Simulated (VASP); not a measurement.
# Li2Pt (P-1) in VASP: a series of runs

Li2Pt is run at these levels: LDA; tasks: electric field gradients.

Everything below comes from runs of VASP 6.6.1. Logs are shortened: lines on timing, memory, paths and dates and some standing lists are left out, and cuts for length are marked.

**1. The cell of the first run**

The typed cell holds 3 atoms: a = 4.186 Å, b = 4.168 Å, c = 2.661 Å, α = 89.79°, β = 89.43°, γ = 119.57°.

**2. Electric field gradients, LDA (equal xy, yz and zx shear strains of +1 %)**

INCAR reads:

```
SYSTEM = Li2Pt
  PREC = Accurate
  ENCUT = 520
  EDIFF = 1E-8
  ISMEAR = -1
  SIGMA = 0.03
  LREAL = .FALSE.
  LASPH = .TRUE.
  NELM = 80
  ALGO = Normal
  ISIF = 2
  LWAVE = .FALSE.
  LCHARG = .FALSE.
  GGA = CA
  LEFG = .TRUE.
  NBANDS = 15
```

KPOINTS reads:

```
Automatic mesh
0
G
  9 9 12
  0 0 0
```

POSCAR reads:

```
Li2Pt
1.0
    4.1859989866      0.0209299949      0.0209299949
   -2.0748735860      3.6147164652      0.0076609098
    0.0133050000      0.0133050000      2.6610000000
Li Pt
2 1
Direct
    0.3333333333      0.6666666667      0.5000000000
    0.6666666667      0.3333333333      0.5000000000
    0.0000000000      0.0000000000      0.0000000000
```

Potentials or basis: VASP PAW LDA potentials, release 64 (Li_sv, Pt).

On the command line:

```console
$ cat potpaw_LDA.64/Li_sv/POTCAR potpaw_LDA.64/Pt/POTCAR > POTCAR
$ mpirun -np 1 vasp_std > vasp.out
```

OUTCAR:

```text
SYSTEM = Li2Pt
   PREC = Accurate
   ENCUT = 520
   EDIFF = 1E-8
   ISMEAR = -1
   LREAL = .FALSE.
   LASPH = .TRUE.
   NELM = 80
   ISIF = 2
   GGA = CA

 ion  position               nearest neighbor table
   1  0.333  0.667  0.500-   2 2.41   2 2.42   2 2.43   3 2.75   3 2.75   3 2.75   3 2.75   3 2.77
                             3 2.78
   2  0.667  0.333  0.500-   1 2.41   1 2.42   1 2.43   3 2.75   3 2.75   3 2.75   3 2.75   3 2.77
                             3 2.78
   3  0.000  0.000  0.000-   2 2.75   1 2.75   1 2.75   2 2.75   2 2.75   1 2.75   1 2.75   2 2.75
                             2 2.77   1 2.77   2 2.78   1 2.78

  LATTYP: Found a triclinic cell.
 ALAT       =     4.2042351361
 B/A-ratio  =     0.9913558883
 C/A-ratio  =     0.6329490235
 COS(alpha) =     0.0036852528
 COS(beta)  =     0.0136346634
 COS(gamma) =     0.5000188431

  Lattice vectors:

 A1 = (   2.1111254006,   3.6356464601,   0.0285909047)
 A2 = (  -2.0748735860,   3.6147164652,   0.0076609098)
 A3 = (   0.0133050000,   0.0133050000,   2.6610000000)

Analysis of symmetry for initial positions (statically):
=====================================================================
 Subroutine PRICEL returns:
 Original cell was already a primitive cell.

 Routine SETGRP: Setting up the symmetry group for a
 triclinic supercell.

 Subroutine GETGRP returns: Found  2 space group operations
 (whereof  2 operations were pure point group operations)
 out of a pool of  2 trial point group operations.

The static configuration has the point symmetry S_2 .

Analysis of symmetry for dynamics (positions and initial velocities):
=====================================================================
 Subroutine PRICEL returns:
 Original cell was already a primitive cell.

 Routine SETGRP: Setting up the symmetry group for a
 triclinic supercell.

 Subroutine GETGRP returns: Found  2 space group operations
 (whereof  2 operations were pure point group operations)
 out of a pool of  2 trial point group operations.

The dynamic configuration has the point symmetry S_2 .

 Subroutine INISYM returns: Found  2 space group operations
 (whereof  2 operations are pure point group operations),
 and found     1 'primitive' translations

----------------------------------------------------------------------------------------

                                     Primitive cell

  volume of cell :      40.3777

  direct lattice vectors                    reciprocal lattice vectors
     4.185998987  0.020929995  0.020929995     0.238217263  0.136742418 -0.001874798
    -2.074873586  3.614716465  0.007660910    -0.001372448  0.275861985 -0.001372448
     0.013305000  0.013305000  2.661000000    -0.001869738 -0.001869738  0.375817269

  length of vectors
     4.186103635  4.167893258  2.661066524     0.274680666  0.275868813  0.375826571

  position of ions in fractional coordinates (direct lattice)
     0.333333333  0.666666667  0.500000000
     0.666666667  0.333333333  0.500000000
     0.000000000  0.000000000  0.000000000

  ion indices of the primitive-cell ions
   primitive index   ion index
                 1           1
                 2           2
                 3           3

----------------------------------------------------------------------------------------

 KPOINTS: Automatic mesh

Automatic generation of k-mesh.
 Grid dimensions read from file:
 generate k-points for:    9    9   12

 Generating k-lattice:

  Cartesian coordinates                     Fractional coordinates (reciprocal lattice)
     0.026468585  0.015193602 -0.000208311     0.111111111 -0.000000000  0.000000000
    -0.000152494  0.030651332 -0.000152494     0.000000000  0.111111111  0.000000000
    -0.000155811 -0.000155811  0.031318106     0.000000000 -0.000000000  0.083333333

  Length of vectors
     0.030520074  0.030652090  0.031318881

  Shift w.r.t. Gamma in fractional coordinates (k-lattice)
     0.000000000  0.000000000  0.000000000

 Subroutine IBZKPT returns following result:
 ===========================================

 Found    487 irreducible k-points:

 Following reciprocal coordinates:
            Coordinates               Weight
  0.000000  0.000000  0.000000      1.000000
  0.111111 -0.000000  0.000000      2.000000
  0.222222  0.000000  0.000000      2.000000
  0.333333  0.000000  0.000000      2.000000
  0.444444  0.000000  0.000000      2.000000
 -0.000000  0.111111  0.000000      2.000000
[... 16 lines left out ...]
 -0.111111  0.222222  0.000000      2.000000
 -0.000000  0.333333  0.000000      2.000000
 [... further k-points ...]
   k-points           NKPTS =    487   k-points in BZ     NKDIM =    487   number of bands    NBANDS=     15
   number of dos      NEDOS =    301   number of ions     NIONS =      3
   total plane-waves  NPLWV =  20480
   dimension x,y,z NGX =    32 NGY =   32 NGZ =   20
   dimension x,y,z NGXF=    64 NGYF=   64 NGZF=   40
   ions per type =               2   1
   NGX,Y,Z   is equivalent  to a cutoff of  12.71, 12.76, 12.49 a.u.
   NGXF,Y,Z  is equivalent  to a cutoff of  25.42, 25.53, 24.99 a.u.
 SYSTEM =  Li2Pt
   PREC   = accura    normal or accurate (medium, high low for compatibility)
   ISTART =      0    job   : 0-new  1-cont  2-samecut
   ICHARG =      2    charge: 1-file 2-atom 10-const
   ISPIN  =      1    spin polarized calculation?
   LNONCOLLINEAR =      F non collinear calculations
   LSORBIT =      F    spin-orbit coupling
   LASPH  =      T    aspherical Exc in radial PAW
   ENCUT  =  520.0 eV  38.22 Ry    6.18 a.u.   7.78  7.75  4.95*2*pi/ulx,y,z
   NELM   =     80;   NELMIN=  2; NELMDL= -5     # of ELM steps
   EDIFF  = 0.1E-07   stopping-criterion for ELM
   LREAL  =      F    real-space projection
   EDIFFG = 0.1E-06   stopping-criterion for IOM
   NSW    =      0    number of steps for IOM
   IBRION =     -1    ionic relax: 0-MD 1-quasi-New 2-CG
   NFREE  =      0    steps in history (QN), initial steepest desc. (CG)
   ISIF   =      2    stress and relaxation
   ISYM   =      2    0-nonsym 1-usesym 2-fastsym
   POTIM  = 0.5000    time-step for ionic-motion
   TEBEG  =    0.0;   TEEND  =   0.0 temperature during run
   PSTRESS=    0.0 pullay stress
   NELECT =      16.0000    total number of electrons
   NUPDOWN=      -1.0000    fix difference up-down
   EMIN   =  10.00;   EMAX   =-10.00  energy-range for DOS
   EFERMI =   0.00;   METHOD = LEGACY
   ISMEAR =    -1;   SIGMA  =   0.03  broadening in eV -4-tet -1-fermi 0-gaus
   EFERMI_NEDOS =   21; number of points for ismear=-14 and -15
   IALGO  =     38    algorithm
   IMIX   =      4    mixing-type and parameters
     AMIX     =   0.40;   BMIX     =  1.00
     AMIX_MAG =   1.60;   BMIX_MAG =  1.00
  volume/ion in A,a.u.               =      13.46        90.83
  Fermi-wavevector in a.u.,A,eV,Ry     =   1.202452  2.272305 19.672537  1.445891
  Thomas-Fermi vector in A             =   2.338233
   LORBIT       =      0    0 simple, 1 ext, 2 COOP (PROOUT), +10 PAW based schemes
   GGA     = CA    functional components
   LHFCALC =     F    Hartree Fock is set to
   AEXX    =    0.0000 exact exchange contribution
   IVDW    =     0    specifies the selected vdW correction
   LEPSILON=     F    determine dielectric tensor
   LRPA    =     F    only Hartree local field effects (RPA)
 non-spin polarized calculation
  energy-cutoff  :      520.00
  volume of cell :       40.38
 maximum number of plane-waves:      1103
   NGX = 15   NGY = 15   NGZ =  9

 number of electron      15.9999993 magnetization

 Free energy of the ion-electron system (eV)
  ---------------------------------------------------
  ext. energy  EPLUGINS =         0.00000000
  ---------------------------------------------------
  free energy    TOTEN  =       -13.14276932 eV

  energy without entropy =      -13.13882580  energy(sigma->0) =      -13.14079756

 E-fermi :   5.0821     XC(G=0): -10.4508

 val. band max:        5.0610823753   @ k =   0.0000  -0.3333   0.4167
 cond. band min:       5.0846059131   @ k =  -0.3333  -0.3333   0.0833
 fundamental gap:      0.0235235378
 Fermi energy:         5.0821319225

 k-point     1 :       0.0000    0.0000    0.0000
  band No.  band energies     occupation
      1     -39.6467      2.00000
      2     -39.5287      2.00000
      3      -1.5364      2.00000
      4       0.6896      2.00000
      5       1.7593      2.00000
      6       1.7876      2.00000
      7       4.4361      2.00000
      8       4.4376      2.00000
      9       8.8586      0.00000
     10       8.9518      0.00000
     11      11.4449      0.00000
     12      11.4539      0.00000
     13      14.1977      0.00000
     14      15.1985      0.00000
     15      16.7355      0.00000

 k-point     2 :       0.1111   -0.0000    0.0000
  band No.  band energies     occupation
      1     -39.6435      2.00000
      2     -39.5317      2.00000
      3      -1.4666      2.00000
      4       0.7351      2.00000
      5       1.7628      2.00000
      6       1.8707      2.00000
      7       4.4209      2.00000
      8       4.4347      2.00000
      9       7.9265      0.00000
     10       8.3299      0.00000
     11      12.0392      0.00000
     12      12.2057      0.00000
     13      14.4533      0.00000
     14      15.6621      0.00000
     15      16.9305      0.00000
[... 365 lines left out ...]
      3      -1.3369      2.00000
      4       0.8336      2.00000
      5       1.7853      2.00000
      6       2.0264      2.00000
      7       4.3951      2.00000
      8       4.4270      2.00000
      9       6.8439      0.00000
     10       7.4987      0.00000
     11      12.4715      0.00000
     12      13.0058      0.00000
     13      15.0982      0.00000
     14      16.7312      0.00000
     15      17.3219      0.00000

 k-point    24 :      -0.0000    0.3333    0.0000
  band No.  band energies     occupation
      1     -39.6212      2.00000
      2     -39.5535      2.00000
      3      -1.0813      2.00000
      4       1.0836      2.00000
      5       1.9861      2.00000
      6       2.4482      2.00000
      7       4.3396      2.00000
      8       4.4178      2.00000
      9       4.8676      1.99844
     10       6.2965      0.00000
     11      12.6580      0.00000
     12      15.3221      0.00000
     13      16.1616      0.00000
     14      18.3787      0.00000
     15      19.1548      0.00000

 [... further k-points ...]

------------------------ aborting loop because EDIFF is reached ----------------------------------------

  FORCE on cell =-STRESS in cart. coord.  units (eV):
  Direction    XX          YY          ZZ          XY          YZ          ZX
  --------------------------------------------------------------------------------------
  -------------------------------------------------------------------------------------
  Total       -0.9987473     -0.9992453     -1.2729144     -0.0871570     -0.0397307     -0.0396947
  in kB      -39.6300780    -39.6498366    -50.5089702     -3.4583722     -1.5765049     -1.5750753
  external PRESSURE =     -43.2629616 kB  Pullay stress =       0.0000000 kB

 VOLUME and BASIS-vectors are now :
 -----------------------------------------------------------------------------
  energy-cutoff  :      520.00
  volume of cell :       40.38
      direct lattice vectors                 reciprocal lattice vectors
     4.185998987  0.020929995  0.020929995     0.238217263  0.136742418 -0.001874798
    -2.074873586  3.614716465  0.007660910    -0.001372448  0.275861985 -0.001372448
     0.013305000  0.013305000  2.661000000    -0.001869738 -0.001869738  0.375817269

 POSITION                                       TOTAL-FORCE (eV/Angst)
 -----------------------------------------------------------------------------------
      0.01874      2.42344      1.34258        -0.021787     -0.000038     -0.000433
      2.10569      1.22551      1.34701         0.021787      0.000038      0.000433
      0.00000      0.00000      0.00000        -0.000000      0.000000     -0.000000
 -----------------------------------------------------------------------------------
    total drift:                                0.000000     -0.000000     -0.000000

  FREE ENERGIE OF THE ION-ELECTRON SYSTEM (eV)
  ---------------------------------------------------
  free  energy   TOTEN  =       -13.1427693207 eV

  energy  without entropy=      -13.1388258009  energy(sigma->0) =      -13.14079756

 Electric field gradients (V/A^2)
---------------------------------------------------------------------
 ion       V_xx      V_yy      V_zz      V_xy      V_xz      V_yz
---------------------------------------------------------------------
   1      -0.131    -0.135     0.266    -0.029     0.011     0.011
   2      -0.131    -0.135     0.266    -0.029     0.011     0.011
   3     155.278   155.086  -310.363    -0.995    -3.127    -3.123
---------------------------------------------------------------------

 Electric field gradients after diagonalization (V/A^2)
 (convention: |V_zz| > |V_xx| > |V_yy|)
----------------------------------------------------------------------
 ion       V_xx      V_yy      V_zz     asymmetry (V_yy - V_xx)/ V_zz
----------------------------------------------------------------------
   1      -0.163    -0.104     0.267       0.219
   2      -0.163    -0.104     0.267       0.219
   3     156.181   154.224  -310.405       0.006
----------------------------------------------------------------------

           NMR quadrupolar parameters

 Cq : quadrupolar parameter    Cq=e*Q*V_zz/h
 eta: asymmetry parameters     (V_yy - V_xx)/ V_zz
 Q  : nuclear electric quadrupole moment in mb (millibarn)
----------------------------------------------------------------------
 ion       Cq(MHz)       eta       Q (mb)
----------------------------------------------------------------------
   1       0.001       0.219       1.000
   2       0.001       0.219       1.000
   3      -0.751       0.006       1.000
----------------------------------------------------------------------
```

Wall time 3.7 min (1 thread of Intel Xeon 8259CL, shared host); peak memory 0.37 GiB.

Results:

- Free energy: -13.1428 eV
- Largest force: 0.022 eV/Å
- Band gap on the k mesh: zero (bands 8 and 9 overlap by 1.84 eV)
- Largest electric field gradient by atom: Li +0.3; Pt -310.4 V/Å²

Forces in eV/Å, atoms in the order of the input:
```
Li  -0.022  0.000  0.000
Li   0.022  0.000  0.000
Pt   0.000  0.000  0.000
```

Levels at points of the mesh, in eV from the Fermi level:
| k point | band 4 | band 5 | band 6 | band 7 | band 8 | band 9 | band 10 | band 11 | band 12 | band 13 |
| --- | --- | --- | --- | --- | --- | --- | --- | --- | --- | --- |
| (0.00, 0.00, 0.00) | -4.39 | -3.32 | -3.29 | -0.65 | -0.64 | 3.78 | 3.87 | 6.36 | 6.37 | 9.12 |
| (0.00, 0.00, 0.50) | -3.76 | -3.76 | -2.15 | -2.13 | 0.57 | 2.84 | 6.43 | 6.49 | 7.26 | 10.45 |

Electric field gradients, principal values (V/Å²):
| atom | least | middle | greatest (by size) |
| --- | --- | --- | --- |
| 1 Li | -0.104 | -0.163 | 0.267 |
| 2 Li | -0.104 | -0.163 | 0.267 |
| 3 Pt | 154.224 | 156.181 | -310.405 |

Caveat: the cell differs from its parent crystal (equal xy, yz and zx shear strains of +1 %); the cutoff is under 1.25 times the usual one of these potentials, so pressure, stress and relaxed cells hold a basis-set (Pulay) error; without QUAD_EFG the Cq values of the log hold for a quadrupole moment of 1 mb, not for the nuclei; spin-orbit coupling is left out, which moves the levels of the heavy elements.

(Continued in part 2 of 2.)
